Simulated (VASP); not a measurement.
# B (Cmce) in VASP: relaxation of cell and atoms with r2SCAN

Aim: the relaxation of cell and atoms of B with r2SCAN.

Program: VASP 6.6.1. These are calculated values, not measurements. Logs are shortened: lines on timing, memory, paths and dates and some standing lists are left out, and cuts for length are marked.

## Step 1: The cell of the first run

Symmetry: Cmce, No. 64, orthorhombic system. The conventional cell has a = 2.938 Å, b = 5.321 Å, c = 3.267 Å, α = 90.00°, β = 90.00°, γ = 90.00°. Within 2.3 Å of B (site symmetry m) lie 7 B at 1.76 to 1.91 Å.

## Step 2: Relaxation of cell and atoms, r2SCAN

POSCAR reads:

```
B
1.0
    1.4690632619     -2.6606745784      0.0000000000
    1.4690632619      2.6606745784      0.0000000000
    0.0000000000      0.0000000000      3.2669746183
B
4
Direct
    0.6561697910      0.3438302090      0.4092920219
    0.1561697910      0.8438302090      0.0907079781
    0.3438302090      0.6561697910      0.5907079781
    0.8438302090      0.1561697910      0.9092920219
```

INCAR.step1 reads:

```
SYSTEM = B
  PREC = Accurate
  ENCUT = 600
  ISMEAR = 0
  SIGMA = 0.1
  LREAL = .FALSE.
  LASPH = .TRUE.
  NELM = 100
  GGA = PE
  ALGO = Normal
  EDIFF = 1E-4
  LWAVE = .TRUE.
  LCHARG = .FALSE.
  KPAR = 4
```

INCAR.step2 reads:

```
SYSTEM = B
  PREC = Accurate
  ENCUT = 600
  EDIFF = 1E-7
  ISMEAR = 0
  SIGMA = 0.1
  LREAL = .FALSE.
  LASPH = .TRUE.
  NELM = 100
  ALGO = Normal
  ISIF = 3
  LWAVE = .FALSE.
  LCHARG = .FALSE.
  METAGGA = R2SCAN
  LMIXTAU = .TRUE.
  IBRION = 2
  NSW = 100
  EDIFFG = -0.01
  ISTART = 1
  KPAR = 4
```

KPOINTS reads:

```
regular mesh
0
G
  18 18 14
  0 0 0
```

Potentials or basis: VASP PAW PBE potentials, release 64 (B).

Started as:

```bash
$ cat potpaw_PBE.64/B/POTCAR > POTCAR
$ cp INCAR.step1 INCAR
$ mpirun -np 4 vasp_std > vasp.out
$ cp INCAR.step2 INCAR
$ mpirun -np 4 vasp_std > vasp.out
```

OUTCAR:

```text
SYSTEM = B
   PREC = Accurate
   ENCUT = 600
   EDIFF = 1E-7
   ISMEAR = 0
   LREAL = .FALSE.
   LASPH = .TRUE.
   NELM = 100
   ISIF = 3
   METAGGA = R2SCAN
   IBRION = 2
   NSW = 100
   EDIFFG = -0.01
   ISTART = 1

 ion  position               nearest neighbor table
   1  0.656  0.344  0.409-   3 1.76   2 1.80   2 1.80   3 1.87   3 1.87   4 1.91   4 1.91
   2  0.156  0.844  0.091-   4 1.76   1 1.80   1 1.80   4 1.87   4 1.87   3 1.91   3 1.91
   3  0.344  0.656  0.591-   1 1.76   4 1.80   4 1.80   1 1.87   1 1.87   2 1.91   2 1.91
   4  0.844  0.156  0.909-   2 1.76   3 1.80   3 1.80   2 1.87   2 1.87   1 1.91   1 1.91

  LATTYP: Found a base centered orthorhombic cell.
 ALAT       =     2.9381265238
 B/A-ratio  =     1.8111368294
 C/A-ratio  =     1.1119244157

  Lattice vectors:

 A1 = (   1.4690632619,  -2.6606745784,   0.0000000000)
 A2 = (   1.4690632619,   2.6606745784,   0.0000000000)
 A3 = (   0.0000000000,   0.0000000000,   3.2669746183)

Analysis of symmetry for initial positions (statically):
=====================================================================
 Subroutine PRICEL returns:
 Original cell was already a primitive cell.

 Routine SETGRP: Setting up the symmetry group for a
 base centered orthorhombic supercell.

 Subroutine GETGRP returns: Found  8 space group operations
 (whereof  4 operations were pure point group operations)
 out of a pool of  8 trial point group operations.

The static configuration has the point symmetry C_2h.
 The point group associated with its full space group is D_2h.

Analysis of symmetry for dynamics (positions and initial velocities):
=====================================================================
 Subroutine PRICEL returns:
 Original cell was already a primitive cell.

 Routine SETGRP: Setting up the symmetry group for a
 base centered orthorhombic supercell.

 Subroutine GETGRP returns: Found  8 space group operations
 (whereof  4 operations were pure point group operations)
 out of a pool of  8 trial point group operations.

The dynamic configuration has the point symmetry C_2h.
 The point group associated with its full space group is D_2h.

 Subroutine INISYM returns: Found  8 space group operations
 (whereof  4 operations are pure point group operations),
 and found     1 'primitive' translations

----------------------------------------------------------------------------------------

                                     Primitive cell

  volume of cell :      25.5392
[... 111 lines left out ...]
   IMIX   =      4    mixing-type and parameters
     AMIX     =   0.40;   BMIX     =  1.00
     AMIX_MAG =   1.60;   BMIX_MAG =  1.00
  volume/ion in A,a.u.               =       6.38        43.09
  Fermi-wavevector in a.u.,A,eV,Ry     =   1.272719  2.405090 22.038908  1.619814
  Thomas-Fermi vector in A             =   2.405582
   LORBIT       =      0    0 simple, 1 ext, 2 COOP (PROOUT), +10 PAW based schemes
   METAGGA = R2SCAN    functional components
   LHFCALC =     F    Hartree Fock is set to
   AEXX    =    0.0000 exact exchange contribution
   IVDW    =     0    specifies the selected vdW correction
   LEPSILON=     F    determine dielectric tensor
   LRPA    =     F    only Hartree local field effects (RPA)
 conjugate gradient relaxation of ions
 non-spin polarized calculation
 Gauss-broadening in eV      SIGMA  =   0.10
  energy-cutoff  :      600.00
  volume of cell :       25.54
 maximum number of plane-waves:       870
   NGX = 13   NGY = 13   NGZ = 13

--------------------------------------- Ionic step        1  -------------------------------------------

 number of electron      12.0000000 magnetization

 Free energy of the ion-electron system (eV)
  ---------------------------------------------------
  ext. energy  EPLUGINS =         0.00000000
  ---------------------------------------------------
  free energy    TOTEN  =       -28.16387816 eV

  energy without entropy =      -28.16295024  energy(sigma->0) =      -28.16341420

------------------------ aborting loop because EDIFF is reached ----------------------------------------

  FORCE on cell =-STRESS in cart. coord.  units (eV):
  Direction    XX          YY          ZZ          XY          YZ          ZX
  --------------------------------------------------------------------------------------
  -------------------------------------------------------------------------------------
  Total       -0.0092495     -0.0187782     -0.0524672      0.0000000      0.0000000      0.0000000
  in kB       -0.5802588     -1.1780295     -3.2914754      0.0000000      0.0000000      0.0000000
  external PRESSURE =      -1.6832546 kB  Pullay stress =       0.0000000 kB
[... 101 lines left out ...]
--------------------------------------- Ionic step        4  -------------------------------------------

 number of electron      12.0000000 magnetization

 Free energy of the ion-electron system (eV)
  ---------------------------------------------------
  ext. energy  EPLUGINS =         0.00000000
  ---------------------------------------------------
  free energy    TOTEN  =       -28.16423936 eV

  energy without entropy =      -28.16335594  energy(sigma->0) =      -28.16379765

 E-fermi :   8.8977     XC(G=0): -13.2279

 val. band max:        8.8809663941   @ k =  -0.1667   0.1111   0.0000
 cond. band min:       8.8982783418   @ k =  -0.0556   0.0556   0.2857
 fundamental gap:      0.0173119477
 Fermi energy:         8.8977473967

 k-point     1 :       0.0000    0.0000    0.0000
  band No.  band energies     occupation
      1      -9.9547      2.00000
      2       0.5733      2.00000
      3       2.5573      2.00000
      4       4.1255      2.00000
      5       5.1998      2.00000
      6       9.4850      0.00000
      7       9.8692      0.00000
      8      11.5747      0.00000
      9      11.6755      0.00000
     10      16.3576      0.00000
[... 287 lines left out ...]
 k-point    24 :      -0.2222    0.0556    0.0000
  band No.  band energies     occupation
      1      -9.2280      2.00000
      2       1.1496      2.00000
      3       1.4114      2.00000
      4       3.0082      2.00000
      5       3.4295      2.00000
      6       6.8703      2.00000
      7      12.7886      0.00000
      8      13.3272      0.00000
      9      13.8672      0.00000
     10      14.5314      0.00000

 [... further k-points ...]

------------------------ aborting loop because EDIFF is reached ----------------------------------------

  FORCE on cell =-STRESS in cart. coord.  units (eV):
  Direction    XX          YY          ZZ          XY          YZ          ZX
  --------------------------------------------------------------------------------------
  -------------------------------------------------------------------------------------
  Total       -0.0046815     -0.0148192      0.0074494      0.0000000      0.0000000      0.0000000
  in kB       -0.2938077     -0.9300444      0.4675204      0.0000000      0.0000000      0.0000000
  external PRESSURE =      -0.2521106 kB  Pullay stress =       0.0000000 kB
[... 19 lines left out ...]
  FREE ENERGIE OF THE ION-ELECTRON SYSTEM (eV)
  ---------------------------------------------------
  free  energy   TOTEN  =       -28.1642393596 eV

  energy  without entropy=      -28.1633559392  energy(sigma->0) =      -28.16379765

 reached required accuracy - stopping structural energy minimisation
```

Run time: 11 min. Hardware: 4 MPI ranks of AMD EPYC 9755, shared host; peak memory 0.26 GiB.

Results:

```
Free energy                           : -28.1642 eV
Relaxed volume                        : 6.38 Å³/atom
Relaxed cell                          : a = 3.040 Å, b = 3.040 Å, c = 3.265 Å, α = 90.00°, β = 90.00°, γ = 122.21°
Space group after relaxing (to 0.1 Å) : Cmce (No. 64)
Energy gained by relaxing             : 0.1 meV/atom
Ionic steps                           : 4
Pressure after relaxing               : 0.0 GPa
Band gap on the k mesh                : zero (bands 6 and 7 overlap by 1.22 eV)
```

Forces on the atoms (eV/Å):
```
B    0.000 -0.001  0.002
B    0.000 -0.001 -0.002
B    0.000  0.001 -0.002
B    0.000  0.001  0.002
```

Stress tensor (GPa, compression positive):
```
-0.03  0.00  0.00
 0.00 -0.09  0.00
 0.00  0.00  0.05
```

Step by step:
```csv
step,energy change (eV),largest force (eV/Å),pressure (GPa),volume (Å³)
1,0.0000,0.0737,-0.17,25.54
2,-0.0002,0.0523,0.18,25.51
3,-0.0003,0.0139,0.05,25.52
4,-0.0004,0.0020,-0.03,25.53
```

Final structure:
```yaml
crystal:
  lattice:
    - [1.46876, -2.66142, 0.00000]
    - [1.46876, 2.66142, 0.00000]
    - [0.00000, 0.00000, 3.26541]
  atoms:
    - { symbol: B, position: [0.65583, 0.34417, 0.40980] }
    - { symbol: B, position: [0.15583, 0.84417, 0.09020] }
    - { symbol: B, position: [0.34417, 0.65583, 0.59020] }
    - { symbol: B, position: [0.84417, 0.15583, 0.90980] }
```

Caveat: the PAW data sets were made with another functional, which shifts forces and pressure a little.
